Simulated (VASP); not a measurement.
# ZrH2 (Fm-3m) in VASP: single point with PBEsol

Aim: the single point of ZrH2 with PBEsol.

All numbers are computed with VASP 6.6.1; they aren't measurements. Logs are shortened: lines on timing, memory, paths and dates and some standing lists are left out, and cuts for length are marked.

### 1 The cell of the first run

The structure is cubic, space group Fm-3m (No. 225). The conventional cell has a = 4.818 Å, b = 4.818 Å, c = 4.818 Å, α = 90.00°, β = 90.00°, γ = 90.00°. Within 2.8 Å of Zr (site symmetry m-3m) lie 8 H at 2.09 Å. H (site symmetry -43m) has 4 Zr at 2.09 Å and 6 H at 2.41 Å within 2.8 Å.

### 2 Single point, PBEsol

The input, INCAR:

```
SYSTEM = ZrH2
PREC = Accurate ; ENCUT = 520
EDIFF = 1E-6 ; ISMEAR = 0
SIGMA = 0.1 ; LREAL = .FALSE.
LASPH = .TRUE. ; NELM = 100
ALGO = Normal ; ISIF = 2
LWAVE = .FALSE. ; LCHARG = .FALSE.
GGA = PS ; NBANDS = 14
```

The input, KPOINTS:

```
regular mesh
0
G
  13 13 13
  0 0 0
```

The input, POSCAR:

```
ZrH2
1.0
    0.0000000000      2.4092250000      2.4092250000
    2.4092250000      0.0000000000      2.4092250000
    2.4092250000      2.4092250000      0.0000000000
Zr H
1 2
Direct
    0.0000000000      0.0000000000      0.0000000000
    0.7500000000      0.7500000000      0.7500000000
    0.2500000000      0.2500000000      0.2500000000
```

Potentials or basis: VASP PAW PBE potentials, release 64 (Zr_sv, H).

Launch:

```sh
$ cat potpaw_PBE.64/Zr_sv/POTCAR potpaw_PBE.64/H/POTCAR > POTCAR
$ mpirun -np 1 vasp_std > vasp.out
```

OUTCAR:

```text
SYSTEM = ZrH2
   PREC = Accurate
   ENCUT = 520
   EDIFF = 1E-6
   ISMEAR = 0
   LREAL = .FALSE.
   LASPH = .TRUE.
   NELM = 100
   ISIF = 2
   GGA = PS

 ion  position               nearest neighbor table
   1  0.000  0.000  0.000-   2 2.09   2 2.09   2 2.09   2 2.09   3 2.09   3 2.09   3 2.09   3 2.09

   2  0.750  0.750  0.750-   1 2.09   1 2.09   1 2.09   1 2.09
   3  0.250  0.250  0.250-   1 2.09   1 2.09   1 2.09   1 2.09

  LATTYP: Found a face centered cubic cell.
 ALAT       =     4.8184500000

  Lattice vectors:

 A1 = (   0.0000000000,   2.4092250000,   2.4092250000)
 A2 = (   2.4092250000,   0.0000000000,   2.4092250000)
 A3 = (   2.4092250000,   2.4092250000,   0.0000000000)

Analysis of symmetry for initial positions (statically):
=====================================================================
 Subroutine PRICEL returns:
 Original cell was already a primitive cell.

 Routine SETGRP: Setting up the symmetry group for a
 face centered cubic supercell.

 Subroutine GETGRP returns: Found 48 space group operations
 (whereof 48 operations were pure point group operations)
 out of a pool of 48 trial point group operations.

The static configuration has the point symmetry O_h .

Analysis of symmetry for dynamics (positions and initial velocities):
=====================================================================
 Subroutine PRICEL returns:
 Original cell was already a primitive cell.

 Routine SETGRP: Setting up the symmetry group for a
 face centered cubic supercell.

 Subroutine GETGRP returns: Found 48 space group operations
 (whereof 48 operations were pure point group operations)
 out of a pool of 48 trial point group operations.

The dynamic configuration has the point symmetry O_h .

 Subroutine INISYM returns: Found 48 space group operations
 (whereof 48 operations are pure point group operations),
 and found     1 'primitive' translations

----------------------------------------------------------------------------------------

                                     Primitive cell

  volume of cell :      27.9680

  direct lattice vectors                    reciprocal lattice vectors
     0.000000000  2.409225000  2.409225000    -0.207535618  0.207535618  0.207535618
     2.409225000  0.000000000  2.409225000     0.207535618 -0.207535618  0.207535618
     2.409225000  2.409225000  0.000000000     0.207535618  0.207535618 -0.207535618

  length of vectors
     3.407158670  3.407158670  3.407158670     0.359462235  0.359462235  0.359462235

  position of ions in fractional coordinates (direct lattice)
     0.000000000  0.000000000  0.000000000
     0.750000000  0.750000000  0.750000000
     0.250000000  0.250000000  0.250000000

  ion indices of the primitive-cell ions
   primitive index   ion index
                 1           1
                 2           2
                 3           3

----------------------------------------------------------------------------------------

 KPOINTS: regular mesh

Automatic generation of k-mesh.
 Grid dimensions read from file:
 generate k-points for:   13   13   13

 Generating k-lattice:

  Cartesian coordinates                     Fractional coordinates (reciprocal lattice)
    -0.015964278  0.015964278  0.015964278     0.076923077  0.000000000  0.000000000
     0.015964278 -0.015964278  0.015964278     0.000000000  0.076923077  0.000000000
     0.015964278  0.015964278 -0.015964278     0.000000000  0.000000000  0.076923077

  Length of vectors
     0.027650941  0.027650941  0.027650941

  Shift w.r.t. Gamma in fractional coordinates (k-lattice)
     0.000000000  0.000000000  0.000000000

 Subroutine IBZKPT returns following result:
 ===========================================

 Found     84 irreducible k-points:

 Following reciprocal coordinates:
            Coordinates               Weight
  0.000000  0.000000  0.000000      1.000000
  0.076923  0.000000  0.000000      8.000000
  0.153846  0.000000  0.000000      8.000000
  0.230769  0.000000  0.000000      8.000000
  0.307692  0.000000  0.000000      8.000000
  0.384615  0.000000  0.000000      8.000000
[... 16 lines left out ...]
  0.384615  0.153846  0.000000     24.000000
  0.461538  0.153846  0.000000     24.000000
 [... further k-points ...]
   k-points           NKPTS =     84   k-points in BZ     NKDIM =     84   number of bands    NBANDS=     14
   number of dos      NEDOS =    301   number of ions     NIONS =      3
   total plane-waves  NPLWV =  21952
   dimension x,y,z NGX =    28 NGY =   28 NGZ =   28
   dimension x,y,z NGXF=    56 NGYF=   56 NGZF=   56
   ions per type =               1   2
   NGX,Y,Z   is equivalent  to a cutoff of  13.66, 13.66, 13.66 a.u.
   NGXF,Y,Z  is equivalent  to a cutoff of  27.32, 27.32, 27.32 a.u.
 SYSTEM =  ZrH2
   PREC   = accura    normal or accurate (medium, high low for compatibility)
   ISTART =      0    job   : 0-new  1-cont  2-samecut
   ICHARG =      2    charge: 1-file 2-atom 10-const
   ISPIN  =      1    spin polarized calculation?
   LNONCOLLINEAR =      F non collinear calculations
   LSORBIT =      F    spin-orbit coupling
   LASPH  =      T    aspherical Exc in radial PAW
   ENCUT  =  520.0 eV  38.22 Ry    6.18 a.u.   6.34  6.34  6.34*2*pi/ulx,y,z
   NELM   =    100;   NELMIN=  2; NELMDL= -5     # of ELM steps
   EDIFF  = 0.1E-05   stopping-criterion for ELM
   LREAL  =      F    real-space projection
   EDIFFG = 0.1E-04   stopping-criterion for IOM
   NSW    =      0    number of steps for IOM
   IBRION =     -1    ionic relax: 0-MD 1-quasi-New 2-CG
   NFREE  =      0    steps in history (QN), initial steepest desc. (CG)
   ISIF   =      2    stress and relaxation
   ISYM   =      2    0-nonsym 1-usesym 2-fastsym
   POTIM  = 0.5000    time-step for ionic-motion
   TEBEG  =    0.0;   TEEND  =   0.0 temperature during run
   PSTRESS=    0.0 pullay stress
   NELECT =      14.0000    total number of electrons
   NUPDOWN=      -1.0000    fix difference up-down
   EMIN   =  10.00;   EMAX   =-10.00  energy-range for DOS
   EFERMI =   0.00;   METHOD = LEGACY
   ISMEAR =     0;   SIGMA  =   0.10  broadening in eV -4-tet -1-fermi 0-gaus
   EFERMI_NEDOS =   21; number of points for ismear=-14 and -15
   IALGO  =     38    algorithm
   IMIX   =      4    mixing-type and parameters
     AMIX     =   0.40;   BMIX     =  1.00
     AMIX_MAG =   1.60;   BMIX_MAG =  1.00
  volume/ion in A,a.u.               =       9.32        62.91
  Fermi-wavevector in a.u.,A,eV,Ry     =   1.299861  2.456381 22.988919  1.689638
  Thomas-Fermi vector in A             =   2.431097
   LORBIT       =      0    0 simple, 1 ext, 2 COOP (PROOUT), +10 PAW based schemes
   GGA     = PS    functional components
   LHFCALC =     F    Hartree Fock is set to
   AEXX    =    0.0000 exact exchange contribution
   IVDW    =     0    specifies the selected vdW correction
   LEPSILON=     F    determine dielectric tensor
   LRPA    =     F    only Hartree local field effects (RPA)
 non-spin polarized calculation
 Gauss-broadening in eV      SIGMA  =   0.10
  energy-cutoff  :      520.00
  volume of cell :       27.97
 maximum number of plane-waves:       769
 NGX is ok and might be reduce to    28
   NGX = 13   NGY = 13   NGZ = 13

 number of electron      14.0000000 magnetization

 Free energy of the ion-electron system (eV)
  ---------------------------------------------------
  ext. energy  EPLUGINS =         0.00000000
  ---------------------------------------------------
  free energy    TOTEN  =       -17.57250935 eV

  energy without entropy =      -17.56448003  energy(sigma->0) =      -17.56849469

 E-fermi :   8.2585     XC(G=0): -11.2691

 val. band max:        8.2569914852   @ k =  -0.1538   0.0769   0.0000
 cond. band min:       8.2888791027   @ k =   0.3077   0.0000   0.0000
 fundamental gap:      0.0318876176
 Fermi energy:         8.2585245998

 k-point     1 :       0.0000    0.0000    0.0000
  band No.  band energies     occupation
      1     -40.9019      2.00000
      2     -18.6875      2.00000
      3     -18.6875      2.00000
      4     -18.6875      2.00000
      5      -1.3235      2.00000
      6       7.0078      2.00000
      7       7.9307      2.00000
      8       7.9307      2.00000
      9       7.9307      2.00000
     10      10.5108      0.00000
     11      10.5108      0.00000
     12      19.1313      0.00000
     13      20.4779      0.00000
     14      20.4779      0.00000

 k-point     2 :       0.0769    0.0000    0.0000
  band No.  band energies     occupation
      1     -40.8976      2.00000
      2     -18.7272      2.00000
      3     -18.6922      2.00000
      4     -18.6922      2.00000
      5      -1.1767      2.00000
      6       6.0330      2.00000
      7       8.0079      1.99961
      8       8.0079      1.99961
      9       9.0858      0.00000
     10      10.4362      0.00000
     11      10.4362      0.00000
     12      18.0892      0.00000
     13      20.7895      0.00000
     14      20.7895      0.00000

 k-point     3 :       0.1538    0.0000    0.0000
  band No.  band energies     occupation
      1     -40.8856      2.00000
      2     -18.8359      2.00000
      3     -18.7052      2.00000
      4     -18.7052      2.00000
      5      -0.7655      2.00000
      6       4.9398      2.00000
      7       8.1915      1.65697
      8       8.1915      1.65697
      9      10.3042      0.00000
     10      10.3042      0.00000
     11      10.6783      0.00000
     12      16.8783      0.00000
     13      21.6598      0.00000
     14      21.6598      0.00000
[... 324 lines left out ...]
 k-point    23 :       0.3846    0.1538    0.0000
  band No.  band energies     occupation
      1     -40.8357      2.00000
      2     -19.1769      2.00000
      3     -18.8124      2.00000
      4     -18.7938      2.00000
      5       1.0385      2.00000
      6       3.1589      2.00000
      7       7.5684      2.00000
      8       8.7537      0.00000
      9      10.4692      0.00000
     10      11.6379      0.00000
     11      14.3753      0.00000
     12      16.2570      0.00000
     13      17.4188      0.00000
     14      19.7052      0.00000

 k-point    24 :       0.4615    0.1538    0.0000
  band No.  band energies     occupation
      1     -40.8240      2.00000
      2     -19.2608      2.00000
      3     -18.8446      2.00000
      4     -18.7994      2.00000
      5       1.2859      2.00000
      6       3.2914      2.00000
      7       7.3071      2.00000
      8       8.6386      0.00000
      9      11.3397      0.00000
     10      11.9253      0.00000
     11      14.4861      0.00000
     12      15.0431      0.00000
     13      17.5900      0.00000
     14      19.1300      0.00000

 [... further k-points ...]
[... 5 lines left out ...]
  --------------------------------------------------------------------------------------
  -------------------------------------------------------------------------------------
  Total       -0.8072496     -0.8072496     -0.8072496      0.0000000     -0.0000000      0.0000000
  in kB      -46.2441004    -46.2441004    -46.2441004      0.0000000     -0.0000000      0.0000000
  external PRESSURE =     -46.2441004 kB  Pullay stress =       0.0000000 kB

 VOLUME and BASIS-vectors are now :
 -----------------------------------------------------------------------------
  energy-cutoff  :      520.00
  volume of cell :       27.97
      direct lattice vectors                 reciprocal lattice vectors
     0.000000000  2.409225000  2.409225000    -0.207535618  0.207535618  0.207535618
     2.409225000  0.000000000  2.409225000     0.207535618 -0.207535618  0.207535618
     2.409225000  2.409225000  0.000000000     0.207535618  0.207535618 -0.207535618

 POSITION                                       TOTAL-FORCE (eV/Angst)
 -----------------------------------------------------------------------------------
      0.00000      0.00000      0.00000        -0.000000     -0.000000     -0.000000
      3.61384      3.61384      3.61384         0.000000      0.000000     -0.000000
      1.20461      1.20461      1.20461        -0.000000     -0.000000      0.000000
 -----------------------------------------------------------------------------------
    total drift:                               -0.000000     -0.000000      0.000000

  FREE ENERGIE OF THE ION-ELECTRON SYSTEM (eV)
  ---------------------------------------------------
  free  energy   TOTEN  =       -17.5725093465 eV

  energy  without entropy=      -17.5644800251  energy(sigma->0) =      -17.56849469
```

It took 19 s on 1 thread of Intel Xeon Platinum 8488C (Sapphire Rapids), shared host; peak memory 0.18 GiB.

What came out:

* Free energy: -17.5725 eV
* Pressure: -4.6 GPa
* Band gap on the k mesh: zero (band 7 reaches 8.46 eV, above the bottom of band 8 at 7.93 eV)

Levels at points of the mesh, in eV from the Fermi level:
| k point | band 5 | band 6 | band 7 | band 8 | band 9 | band 10 |
| --- | --- | --- | --- | --- | --- | --- |
| (0.00, 0.00, 0.00) | -9.58 | -1.25 | -0.33 | -0.33 | -0.33 | 2.25 |

Caveat: the PAW data sets were made with another functional, which shifts forces and pressure a little.
